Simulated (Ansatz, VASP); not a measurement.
**One calculation of Cs2AgBiBr6, two programs**

Contents of INCAR:

```
ALGO = Normal
EDIFF = 1E-6
ENCUT = 520
GGA = PE
ISIF = 2
ISMEAR = -1
LASPH = True
LCHARG = False
LREAL = False
LWAVE = False
NBANDS = 54
NELM = 100
PREC = Accurate
SIGMA = 0.05
```

The input KPOINTS:

```
k-points
0
Gamma
  4 4 4
```

The input POSCAR:

```
Cs2AgBiBr6
1.0
    0.0000000000      5.6161000000      5.6161000000
    5.6161000000      0.0000000000      5.6161000000
    5.6161000000      5.6161000000      0.0000000000
Bi Cs Ag Br
1 2 1 6
Direct
    0.0000000000      0.0000000000      0.0000000000
    0.7500000000      0.7500000000      0.7500000000
    0.2500000000      0.2500000000      0.2500000000
    0.5000000000      0.5000000000      0.5000000000
    0.7494500000      0.7494500000      0.2505500000
    0.2505500000      0.2505500000      0.7494500000
    0.7494500000      0.2505500000      0.2505500000
    0.7494500000      0.2505500000      0.7494500000
    0.2505500000      0.7494500000      0.7494500000
    0.2505500000      0.7494500000      0.2505500000
```

Contents of input.yaml:

```yaml
crystal:
  lattice:
    - [0.0, 5.6161, 5.6161]
    - [5.6161, 0.0, 5.6161]
    - [5.6161, 5.6161, 0.0]
  atoms:
    - { symbol: Bi, position: [0.0, 0.0, 0.0] }
    - { symbol: Cs, position: [0.75, 0.75, 0.75] }
    - { symbol: Cs, position: [0.25, 0.25, 0.25] }
    - { symbol: Ag, position: [0.5, 0.5, 0.5] }
    - { symbol: Br, position: [0.74945, 0.74945, 0.25055] }
    - { symbol: Br, position: [0.25055, 0.25055, 0.74945] }
    - { symbol: Br, position: [0.74945, 0.25055, 0.25055] }
    - { symbol: Br, position: [0.74945, 0.25055, 0.74945] }
    - { symbol: Br, position: [0.25055, 0.74945, 0.74945] }
    - { symbol: Br, position: [0.25055, 0.74945, 0.25055] }
hamiltonian:
  xc: pbe
  pseudopotentials: { kind: paw }
kpoints:
  mp_grid: { grid: [4, 4, 4] }
  band_path:
    path:
      - [[0.0, 0.0, 0.0], [0.5, 0.0, 0.5], [0.5, 0.25, 0.75], [0.375, 0.375, 0.75], [0.0, 0.0, 0.0], [0.5, 0.5, 0.5], [0.625, 0.25, 0.625], [0.5, 0.25, 0.75], [0.5, 0.5, 0.5], [0.375, 0.375, 0.75]]
      - [[0.625, 0.25, 0.625], [0.5, 0.0, 0.5]]
    npoints: 10
scf:
  occupations: { method: fermi_dirac, width: 0.05 }
  n_extra_bands: 25
output:
  forces: true
  stress: true
  eigenvalues: true
  fatbands: false
  write_density: true
  write_potential: true
  elf: true
  volumetric_format: npy
```

Alike in both runs: functional PBE; k mesh 4 × 4 × 4; occupations fermi-dirac, width 0.05 eV; no spin polarisation.

```csv
,VASP,Ansatz
version,VASP 6.6.1,Ansatz 0.2.0
potentials or method,"VASP PAW PBE potentials, release 64 (Bi_d, Cs_sv, Ag, Br)",Ansatz PAW
plane-wave cutoff (eV),520,420
valence electrons in the cell,86,94
task,single point,band structure
```

|  | VASP | Ansatz | Ansatz less VASP |
| --- | --- | --- | --- |
| gap on the k mesh at the Fermi level (eV) | 1.27 | 1.26 | -0.005 |
| least direct gap on the mesh (eV) | 2.47 | 2.47 | -0.004 |
| pressure (GPa) | 1.9 | 1.9 | 0.00 |
| rms of the force components (eV/Å) | 0.132 | 0.130 | -0.0018 |

Atom by atom the forces differ by 0.002 eV/Å (rms over components). VASP's potentials hold 86 valence electrons a cell and Ansatz's 94, so a difference there can come from the potentials and not from the codes.

Neither program's run includes spin-orbit coupling.
